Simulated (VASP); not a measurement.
Write the native input for VASP 6.6.1 that does the following.

```
Task                   : single point
Functional             : PBEsol
Potentials or basis    : VASP PAW PBE potentials, release 64 (Al, N)
Cutoff                 : 520 eV
k mesh                 : 10 × 10 × 10
Occupations            : gaussian, width 0.01 eV
Spin                   : no spin polarisation
Dipole correction      : no
Further INCAR settings : ALGO = Normal; EDIFF = 1e-07; NBANDS = 11
```

The structure of AlN lies in POSCAR:

```
AlN
1.0
    2.2105662753      2.2105662753      0.0000000000
   -2.2105662753      2.2105662753      0.0000000000
    0.0000000000      2.2105662753      2.1647015359
Al N
1 1
Direct
    0.0000000000      0.0000000000      0.0000000000
    0.2500000000      0.7500000000      0.5000000000
```

This cell differs from its parent crystal: in-plane strain +0.01, then relaxed in part.

One way to write it, as run:

INCAR

```
SYSTEM = AlN
ALGO = Normal ; EDIFF = 1E-7
ENCUT = 520 ; GGA = PS
ISIF = 2 ; ISMEAR = 0
LASPH = .True. ; LCHARG = .False.
LREAL = .False. ; LWAVE = .False.
NBANDS = 11 ; NELM = 100
PREC = Accurate ; SIGMA = 0.01
```

KPOINTS

```
k-points
0
Gamma
  10 10 10
  0 0 0
```

Potentials or basis: VASP PAW PBE potentials, release 64 (Al, N).

Run with:

```console
$ cat potpaw_PBE.64/Al/POTCAR potpaw_PBE.64/N/POTCAR > POTCAR
$ mpirun -np 1 vasp_std > vasp.out
```

It gave:

The pressure is -1.8 GPa. The band gap on the k mesh is 3.06 eV (least direct gap 3.94 eV).

Caveat: the cell differs from its parent crystal (in-plane strain +0.01, then relaxed in part); the PAW data sets were made with another functional, which shifts forces and pressure a little.

Run time: 13 s on 1 thread of Intel Xeon 8259CL, on a shared host, peak memory 0.14 GiB.
